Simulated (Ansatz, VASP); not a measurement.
## Ga2O3: VASP beside Ansatz

Contents of INCAR:

```
ALGO = Normal
EDIFF = 1E-6
ENCUT = 520
ISIF = 2
ISMEAR = 0
LASPH = T
LCHARG = T
LELF = T
LREAL = F
LVHAR = T
LWAVE = F
NBANDS = 55
NELM = 60
PREC = Accurate
SIGMA = 0.01
```

Contents of KPOINTS:

```
k-points
0
Gamma
  6 6 6
```

POSCAR

```
Ga2O3
1.0
    2.4922622641      1.4389082890      4.4806364994
   -2.4922622641      1.4389082890      4.4806364994
    0.0000000000     -2.8778165781      4.4806364994
Ga O
4 6
Direct
    0.3554263352      0.3554263352      0.3554263352
    0.1445736648      0.1445736648      0.1445736648
    0.6445736648      0.6445736648      0.6445736648
    0.8554263352      0.8554263352      0.8554263352
    0.5536335029      0.9463664971      0.2500000000
    0.2500000000      0.5536335029      0.9463664971
    0.9463664971      0.2500000000      0.5536335029
    0.4463664971      0.0536335029      0.7500000000
    0.7500000000      0.4463664971      0.0536335029
    0.0536335029      0.7500000000      0.4463664971
```

Input for Ansatz:

```yaml
crystal:
  lattice:
    - [2.4922622641, 1.438908289, 4.4806364994]
    - [-2.4922622641, 1.438908289, 4.4806364994]
    - [0.0, -2.8778165781, 4.4806364994]
  atoms:
    - { symbol: Ga, position: [0.3554263352, 0.3554263352, 0.3554263352] }
    - { symbol: Ga, position: [0.1445736648, 0.1445736648, 0.1445736648] }
    - { symbol: Ga, position: [0.6445736648, 0.6445736648, 0.6445736648] }
    - { symbol: Ga, position: [0.8554263352, 0.8554263352, 0.8554263352] }
    - { symbol: O, position: [0.5536335029, 0.9463664971, 0.25] }
    - { symbol: O, position: [0.25, 0.5536335029, 0.9463664971] }
    - { symbol: O, position: [0.9463664971, 0.25, 0.5536335029] }
    - { symbol: O, position: [0.4463664971, 0.0536335029, 0.75] }
    - { symbol: O, position: [0.75, 0.4463664971, 0.0536335029] }
    - { symbol: O, position: [0.0536335029, 0.75, 0.4463664971] }
kpoints:
  mp_grid: { grid: [6, 6, 6] }
  band_path:
    path:
      - [0.0, 0.0, 0.0]
      - [0.5, 0.5, 0.5]
      - [0.7645797172, 0.2354202828, 0.5]
      - [0.5, -0.2354202828, 0.2354202828]
      - [0.5, 0.0, 0.0]
      - [0.3677101414, -0.3677101414, 0.0]
      - [0.6322898586, 0.0, 0.3677101414]
      - [0.5, 0.0, 0.5]
      - [0.0, 0.166667, -0.166667]
    npoints: 1
hamiltonian:
  xc: lda
scf:
  occupations: { method: fixed }
  n_extra_bands: 6
output:
  forces: true
  stress: true
  eigenvalues: true
```

Alike in both runs: task single point; functional LDA; k mesh 6 × 6 × 6; no spin polarisation.

|  | VASP | Ansatz |
| --- | --- | --- |
| version | VASP 6.6.1 | Ansatz 0.2.0 |
| potentials or method | VASP PAW LDA potentials, release 64 (Ga_d, O) | plane waves, PAW |
| plane-wave cutoff (eV) | 520 | 420 |
| occupations | gaussian, width 0.01 eV | fixed |
| valence electrons in the cell | 88 | 88 |

```tsv
	VASP	Ansatz	Ansatz less VASP
gap on the k mesh at the Fermi level (eV)	2.80	2.78	-0.021
pressure (GPa)	-3.5	-5.4	-1.94
traceless stress, the component that is largest in VASP (GPa)	-0.28	0.01	+0.288
rms of the force components (eV/Å)	0.041	0.030	-0.0111
```

LDA's correlation is that of Perdew and Zunger in VASP and of Perdew and Wang (1992) in Ansatz. Atom by atom the forces differ by 0.013 eV/Å (rms over components).
